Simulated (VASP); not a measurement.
# HfN (Fm-3m) in VASP: notebook

The runs below take HfN through single point, relaxation of cell and atoms, with PBEsol.

Everything below comes from runs of VASP 6.6.1. Logs are shortened: lines on timing, memory, paths and dates and some standing lists are left out, and cuts for length are marked.

### Step 1. The cell of the first run

It takes space group Fm-3m (No. 225, cubic). The conventional cell has a = 4.501 Å, b = 4.501 Å, c = 4.501 Å, α = 90.00°, β = 90.00°, γ = 90.00°. Hf (site symmetry m-3m) has 6 N at 2.25 Å within 3.0 Å. Within 3.0 Å of N (site symmetry m-3m) lie 6 Hf at 2.25 Å.

### Step 2. Single point, PBEsol

File INCAR:

```
PREC = Accurate
ENCUT = 520
EDIFF = 1E-6
ISMEAR = 1
SIGMA = 0.1
LREAL = False
LASPH = True
NELM = 100
ALGO = Normal
ISIF = 2
LWAVE = False
LCHARG = True
GGA = PS
LELF = True
LVHAR = True
NBANDS = 14
```

File KPOINTS:

```
Automatic mesh
0
Gamma
  9 9 9
```

File POSCAR:

```
HfN
1.0
    0.0000000000      2.2506968097      2.2506968097
    2.2506968097      0.0000000000      2.2506968097
    2.2506968097      2.2506968097      0.0000000000
Hf N
1 1
Direct
    0.0000000000      0.0000000000      0.0000000000
    0.5000000000      0.5000000000      0.5000000000
```

Potentials or basis: VASP PAW PBE potentials, release 64 (Hf_pv, N).

Launch:

```bash
> cat potpaw_PBE.64/Hf_pv/POTCAR potpaw_PBE.64/N/POTCAR > POTCAR
> mpirun -np 1 vasp_std > vasp.out
```

OUTCAR:

```text
PREC = Accurate
   ENCUT = 520
   EDIFF = 1E-6
   ISMEAR = 1
   LREAL = False
   LASPH = True
   NELM = 100
   ISIF = 2
   GGA = PS

 ion  position               nearest neighbor table
   1  0.000  0.000  0.000-   2 2.25   2 2.25   2 2.25   2 2.25   2 2.25   2 2.25
   2  0.500  0.500  0.500-   1 2.25   1 2.25   1 2.25   1 2.25   1 2.25   1 2.25

  LATTYP: Found a face centered cubic cell.
 ALAT       =     4.5013936194

  Lattice vectors:

 A1 = (   0.0000000000,   2.2506968097,   2.2506968097)
 A2 = (   2.2506968097,   0.0000000000,   2.2506968097)
 A3 = (   2.2506968097,   2.2506968097,   0.0000000000)

Analysis of symmetry for initial positions (statically):
=====================================================================
 Subroutine PRICEL returns:
 Original cell was already a primitive cell.

 Routine SETGRP: Setting up the symmetry group for a
 face centered cubic supercell.

 Subroutine GETGRP returns: Found 48 space group operations
 (whereof 48 operations were pure point group operations)
 out of a pool of 48 trial point group operations.

The static configuration has the point symmetry O_h .

Analysis of symmetry for dynamics (positions and initial velocities):
=====================================================================
 Subroutine PRICEL returns:
 Original cell was already a primitive cell.

 Routine SETGRP: Setting up the symmetry group for a
 face centered cubic supercell.

 Subroutine GETGRP returns: Found 48 space group operations
 (whereof 48 operations were pure point group operations)
 out of a pool of 48 trial point group operations.

The dynamic configuration has the point symmetry O_h .

 Subroutine INISYM returns: Found 48 space group operations
 (whereof 48 operations are pure point group operations),
 and found     1 'primitive' translations

----------------------------------------------------------------------------------------

                                     Primitive cell

  volume of cell :      22.8024

  direct lattice vectors                    reciprocal lattice vectors
     0.000000000  2.250696810  2.250696810    -0.222153423  0.222153423  0.222153423
     2.250696810  0.000000000  2.250696810     0.222153423 -0.222153423  0.222153423
     2.250696810  2.250696810  0.000000000     0.222153423  0.222153423 -0.222153423

  length of vectors
     3.182965953  3.182965953  3.182965953     0.384781015  0.384781015  0.384781015

  position of ions in fractional coordinates (direct lattice)
     0.000000000  0.000000000  0.000000000
     0.500000000  0.500000000  0.500000000

  ion indices of the primitive-cell ions
   primitive index   ion index
                 1           1
                 2           2

----------------------------------------------------------------------------------------

 KPOINTS: Automatic mesh

Automatic generation of k-mesh.
 Grid dimensions read from file:
 generate k-points for:    9    9    9

 Generating k-lattice:

  Cartesian coordinates                     Fractional coordinates (reciprocal lattice)
    -0.024683714  0.024683714  0.024683714     0.111111111  0.000000000  0.000000000
     0.024683714 -0.024683714  0.024683714     0.000000000  0.111111111  0.000000000
     0.024683714  0.024683714 -0.024683714     0.000000000  0.000000000  0.111111111

  Length of vectors
     0.042753446  0.042753446  0.042753446

  Shift w.r.t. Gamma in fractional coordinates (k-lattice)
     0.000000000  0.000000000  0.000000000

 Subroutine IBZKPT returns following result:
 ===========================================

 Found     35 irreducible k-points:

 Following reciprocal coordinates:
            Coordinates               Weight
  0.000000  0.000000  0.000000      1.000000
  0.111111  0.000000  0.000000      8.000000
  0.222222  0.000000  0.000000      8.000000
  0.333333  0.000000  0.000000      8.000000
  0.444444  0.000000  0.000000      8.000000
  0.111111  0.111111  0.000000      6.000000
[... 16 lines left out ...]
 -0.333333  0.333333  0.000000     12.000000
  0.444444  0.444444  0.000000      6.000000
 [... further k-points ...]
   k-points           NKPTS =     35   k-points in BZ     NKDIM =     35   number of bands    NBANDS=     14
   number of dos      NEDOS =    301   number of ions     NIONS =      2
   total plane-waves  NPLWV =  13824
   dimension x,y,z NGX =    24 NGY =   24 NGZ =   24
   dimension x,y,z NGXF=    48 NGYF=   48 NGZF=   48
   ions per type =               1   1
   NGX,Y,Z   is equivalent  to a cutoff of  12.54, 12.54, 12.54 a.u.
   NGXF,Y,Z  is equivalent  to a cutoff of  25.07, 25.07, 25.07 a.u.
 SYSTEM =  unknown system
   PREC   = accura    normal or accurate (medium, high low for compatibility)
   ISTART =      0    job   : 0-new  1-cont  2-samecut
   ICHARG =      2    charge: 1-file 2-atom 10-const
   ISPIN  =      1    spin polarized calculation?
   LNONCOLLINEAR =      F non collinear calculations
   LSORBIT =      F    spin-orbit coupling
   LASPH  =      T    aspherical Exc in radial PAW
   ENCUT  =  520.0 eV  38.22 Ry    6.18 a.u.   5.92  5.92  5.92*2*pi/ulx,y,z
   NELM   =    100;   NELMIN=  2; NELMDL= -5     # of ELM steps
   EDIFF  = 0.1E-05   stopping-criterion for ELM
   LREAL  =      F    real-space projection
   EDIFFG = 0.1E-04   stopping-criterion for IOM
   NSW    =      0    number of steps for IOM
   IBRION =     -1    ionic relax: 0-MD 1-quasi-New 2-CG
   NFREE  =      0    steps in history (QN), initial steepest desc. (CG)
   ISIF   =      2    stress and relaxation
   ISYM   =      2    0-nonsym 1-usesym 2-fastsym
   POTIM  = 0.5000    time-step for ionic-motion
   TEBEG  =    0.0;   TEEND  =   0.0 temperature during run
   PSTRESS=    0.0 pullay stress
   NELECT =      15.0000    total number of electrons
   NUPDOWN=      -1.0000    fix difference up-down
   EMIN   =  10.00;   EMAX   =-10.00  energy-range for DOS
   EFERMI =   0.00;   METHOD = LEGACY
   ISMEAR =     1;   SIGMA  =   0.10  broadening in eV -4-tet -1-fermi 0-gaus
   EFERMI_NEDOS =   21; number of points for ismear=-14 and -15
   IALGO  =     38    algorithm
   IMIX   =      4    mixing-type and parameters
     AMIX     =   0.40;   BMIX     =  1.00
     AMIX_MAG =   1.60;   BMIX_MAG =  1.00
  volume/ion in A,a.u.               =      11.40        76.94
  Fermi-wavevector in a.u.,A,eV,Ry     =   1.423787  2.690567 27.581302  2.027168
  Thomas-Fermi vector in A             =   2.544347
   LORBIT       =      0    0 simple, 1 ext, 2 COOP (PROOUT), +10 PAW based schemes
   GGA     = PS    functional components
   LHFCALC =     F    Hartree Fock is set to
   AEXX    =    0.0000 exact exchange contribution
   IVDW    =     0    specifies the selected vdW correction
   LEPSILON=     F    determine dielectric tensor
   LRPA    =     F    only Hartree local field effects (RPA)
 non-spin polarized calculation
 Methfessel and Paxton  Order N= 1 SIGMA  =   0.10
  energy-cutoff  :      520.00
  volume of cell :       22.80
 maximum number of plane-waves:       624
   NGX = 11   NGY = 11   NGZ = 11

 number of electron      15.0000001 magnetization

 Free energy of the ion-electron system (eV)
  ---------------------------------------------------
  ext. energy  EPLUGINS =         0.00000000
  ---------------------------------------------------
  free energy    TOTEN  =       -22.99854688 eV

  energy without entropy =      -22.99703379  energy(sigma->0) =      -22.99804252

 E-fermi :   8.2705     XC(G=0): -12.9524

 val. band max:        8.2618805568   @ k =   0.4444   0.2222   0.1111
 cond. band min:       8.3217771294   @ k =   0.1111   0.0000   0.0000
 fundamental gap:      0.0598965726
 Fermi energy:         8.2705336059

 k-point     1 :       0.0000    0.0000    0.0000
  band No.  band energies     occupation
      1     -22.7255      2.00000
      2     -22.7255      2.00000
      3     -22.7255      2.00000
      4      -9.2056      2.00000
      5       5.3023      2.00000
      6       5.3023      2.00000
      7       5.3023      2.00000
      8       7.9176      2.00001
      9       7.9176      2.00001
     10       7.9176      2.00001
     11      10.2156     -0.00000
     12      10.2648     -0.00000
     13      10.2648     -0.00000
     14      17.8617      0.00000

 k-point     2 :       0.1111    0.0000    0.0000
  band No.  band energies     occupation
      1     -22.8554      2.00000
      2     -22.7363      2.00000
      3     -22.7363      2.00000
      4      -8.9150      2.00000
      5       4.1886      2.00000
      6       4.6341      2.00000
      7       4.6341      2.00000
      8       8.1932      1.96584
      9       8.3218      0.24630
     10       8.3218      0.24630
     11      11.0610      0.00000
     12      11.1817      0.00000
     13      11.1817      0.00000
     14      18.8131      0.00000

 k-point     3 :       0.2222    0.0000    0.0000
  band No.  band energies     occupation
      1     -23.1687      2.00000
      2     -22.7633      2.00000
      3     -22.7633      2.00000
      4      -8.1542      2.00000
      5       2.2870      2.00000
      6       3.5055      2.00000
      7       3.5055      2.00000
      8       8.6780     -0.00000
      9       9.3177     -0.00000
     10       9.3177     -0.00000
     11      12.6932      0.00000
     12      13.1570      0.00000
     13      13.1570      0.00000
     14      20.5868      0.00000
[... 324 lines left out ...]
 k-point    23 :      -0.3333    0.3333    0.0000
  band No.  band energies     occupation
      1     -23.3886      2.00000
      2     -23.3223      2.00000
      3     -22.9174      2.00000
      4      -7.1919      2.00000
      5       1.1377      2.00000
      6       2.7581      2.00000
      7       2.8248      2.00000
      8       8.8461     -0.00000
      9      11.4821      0.00000
     10      12.0963      0.00000
     11      13.9748      0.00000
     12      16.3323      0.00000
     13      18.3548      0.00000
     14      20.3428      0.00000

 k-point    24 :       0.4444    0.4444    0.0000
  band No.  band energies     occupation
      1     -23.5409      2.00000
      2     -23.0402      2.00000
      3     -23.0402      2.00000
      4      -8.0451      2.00000
      5       2.6843      2.00000
      6       4.4763      2.00000
      7       4.6093      2.00000
      8       4.6093      2.00000
      9      12.3610      0.00000
     10      13.8022      0.00000
     11      13.8430      0.00000
     12      13.8430      0.00000
     13      16.7019      0.00000
     14      17.8013      0.00000

 [... further k-points ...]
[... 5 lines left out ...]
  --------------------------------------------------------------------------------------
  -------------------------------------------------------------------------------------
  Total       -0.3055037     -0.3055037     -0.3055037     -0.0000000      0.0000000      0.0000000
  in kB      -21.4657515    -21.4657515    -21.4657515     -0.0000000      0.0000000      0.0000000
  external PRESSURE =     -21.4657515 kB  Pullay stress =       0.0000000 kB

 VOLUME and BASIS-vectors are now :
 -----------------------------------------------------------------------------
  energy-cutoff  :      520.00
  volume of cell :       22.80
      direct lattice vectors                 reciprocal lattice vectors
     0.000000000  2.250696810  2.250696810    -0.222153423  0.222153423  0.222153423
     2.250696810  0.000000000  2.250696810     0.222153423 -0.222153423  0.222153423
     2.250696810  2.250696810  0.000000000     0.222153423  0.222153423 -0.222153423

 POSITION                                       TOTAL-FORCE (eV/Angst)
 -----------------------------------------------------------------------------------
      0.00000      0.00000      0.00000         0.000000      0.000000      0.000000
      2.25070      2.25070      2.25070        -0.000000     -0.000000     -0.000000
 -----------------------------------------------------------------------------------
    total drift:                                0.000000     -0.000000     -0.000000

  FREE ENERGIE OF THE ION-ELECTRON SYSTEM (eV)
  ---------------------------------------------------
  free  energy   TOTEN  =       -22.9985468825 eV

  energy  without entropy=      -22.9970337948  energy(sigma->0) =      -22.99804252
```

Run time: 16 s. Hardware: 1 thread of AMD EPYC 7R43 (Zen 3), shared host; peak memory 0.11 GiB.

Results:

- Free energy: -22.9985 eV
- Pressure: -2.1 GPa

Caveat: the PAW data sets were made with another functional, which shifts forces and pressure a little; spin-orbit coupling is left out, which moves the levels of the heavy elements.

### Step 3. Relaxation of cell and atoms, PBEsol

This run uses another cell than the first one, of 11.48 Å³/atom, 1.007 times its volume.

File INCAR:

```
ALGO     = Normal         # electronic algorithm
EDIFF    = 1E-6           # SCF threshold, eV
EDIFFG   = -0.02          # ionic threshold
ENCUT    = 600            # plane-wave cutoff, eV
GGA      = PS             # functional
IBRION   = 2              # ionic algorithm
ISIF     = 3              # what is computed and relaxed
ISMEAR   = 1              # smearing method
LASPH    = T              # aspherical terms in the spheres
LCHARG   = F              # write CHGCAR
LREAL    = F              # projectors in reciprocal space
LWAVE    = F              # write WAVECAR
NELM     = 100            # most SCF steps
NSW      = 60             # ionic steps
PREC     = Accurate       # precision mode
SIGMA    = 0.1            # smearing width, eV
```

File KPOINTS:

```
k-points
0
Gamma
  9 9 9
```

File POSCAR:

```
HfN
1.0
    0.0000000000      2.2560000000      2.2560000000
    2.2560000000      0.0000000000      2.2560000000
    2.2560000000      2.2560000000      0.0000000000
Hf N
1 1
Direct
    0.0000000000      0.0000000000      0.0000000000
    0.5000000000      0.5000000000      0.5000000000
```

Potentials or basis: VASP PAW PBE potentials, release 64 (Hf_pv, N).

Launch:

```bash
> cat potpaw_PBE.64/Hf_pv/POTCAR potpaw_PBE.64/N/POTCAR > POTCAR
> mpirun -np 1 vasp_std > vasp.out
```

It took 45 s on 1 thread of AMD EPYC 7R43 (Zen 3), shared host; peak memory 0.14 GiB.

It converged, with:

| Quantity | Value |
| --- | --- |
| Free energy | -23.0021 eV |
| Relaxed volume | 11.31 Å³/atom |
| Relaxed cell | a = 3.175 Å, b = 3.175 Å, c = 3.175 Å, α = 60.00°, β = 60.00°, γ = 60.00° |
| Space group after relaxing (to 0.05 Å) | Fm-3m (No. 225) |
| Energy gained by relaxing | 2.3 meV/atom |
| Ionic steps | 3 |
| Pressure after relaxing | 0.0 GPa |

Step by step:
```
step  energy change (eV)  largest force (eV/Å)  pressure (GPa)  volume (Å³)
   1              0.0000                0.0000           -4.22        22.96
   2              0.0134                0.0000            9.09        21.97
   3             -0.0045                0.0000           -0.04        22.63
```

Final structure:
```
Hf N
1.0
     0.00000    2.24491    2.24491
     2.24491    0.00000    2.24491
     2.24491    2.24491    0.00000
Hf N
1 1
Direct
  0.00000 0.00000 0.00000
  0.50000 0.50000 0.50000
```

Levels at points of the mesh, in eV from the Fermi level:
| k point | band 6 | band 7 | band 8 | band 9 | band 10 | band 11 |
| --- | --- | --- | --- | --- | --- | --- |
| (0.00, 0.00, 0.00) | -2.98 | -2.98 | -0.36 | -0.36 | -0.36 | 2.02 |

Caveat: the PAW data sets were made with another functional, which shifts forces and pressure a little; spin-orbit coupling is left out, which moves the levels of the heavy elements.
